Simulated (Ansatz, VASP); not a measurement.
# One calculation of CrO2, two programs

INCAR

```
PREC = Accurate
ENCUT = 700
EDIFF = 1E-6
ISMEAR = 0
SIGMA = 0.1
LREAL = F
LASPH = T
NELM = 120
ALGO = Normal
ISIF = 2
LWAVE = F
LCHARG = T
GGA = PE
LELF = T
LVHAR = T
NBANDS = 20
GGA_COMPAT = F
```

KPOINTS

```
Automatic mesh
0
Gamma
  18 18 8
```

The input POSCAR:

```
CrO2
1.0
    2.8937217999      0.0000000000      0.0000000000
   -1.4468609000      2.5060365902      0.0000000000
    0.0000000000      0.0000000000      5.3431273234
Cr O
1 2
Direct
    0.0000000000      0.0000000000      0.0000000000
    0.3333333333      0.6666666667      0.1774269764
    0.6666666667      0.3333333333      0.8225730236
```

Input for Ansatz:

```yaml
crystal:
  lattice:
    - [2.8937217999, 0.0, 0.0]
    - [-1.4468609, 2.5060365902, 0.0]
    - [0.0, 0.0, 5.3431273234]
  atoms:
    - { symbol: Cr, position: [0.0, 0.0, 0.0] }
    - { symbol: O, position: [0.3333333333, 0.6666666667, 0.1774269764] }
    - { symbol: O, position: [0.6666666667, 0.3333333333, 0.8225730236] }
basis:
  ecutwfc: 420
kpoints:
  mp_grid: { grid: [18, 18, 8] }
hamiltonian:
  xc: pbe
scf:
  occupations: { method: gaussian, width: 0.1 }
  lower_state_search: "off"
output:
  forces: true
  stress: true
  eigenvalues: true
```

Alike in both runs: task single point; functional PBE; k mesh 18 × 18 × 8; occupations gaussian, width 0.1 eV; no spin polarisation.

|  | VASP | Ansatz |
| --- | --- | --- |
| version | VASP 6.6.1 | Ansatz 0.2.0 |
| potentials or method | VASP PAW PBE potentials, release 64 (Cr_sv, O), cutoff 700 eV | scalar-relativistic, plane waves, PAW |
| valence electrons in the cell | 26 | 26 |

Ansatz gave:

```
gap on the k mesh at the Fermi level (eV)                     : none
pressure (GPa)                                                : -4.1
traceless stress, the component that is largest in VASP (GPa) : 6.28
rms of the force components (eV/Å)                            : 0.128
```

What did VASP give for the same quantities?

gap on the k mesh at the Fermi level (eV): none; pressure (GPa): -4.6; traceless stress, the component that is largest in VASP (GPa): 6.08; rms of the force components (eV/Å): 0.115.

Atom by atom the forces differ by 0.013 eV/Å (rms over components). A gap of «none» marks a metal or a gap that the smearing closes. The functional is the same, so the differences come from potentials, cutoffs and numerics.
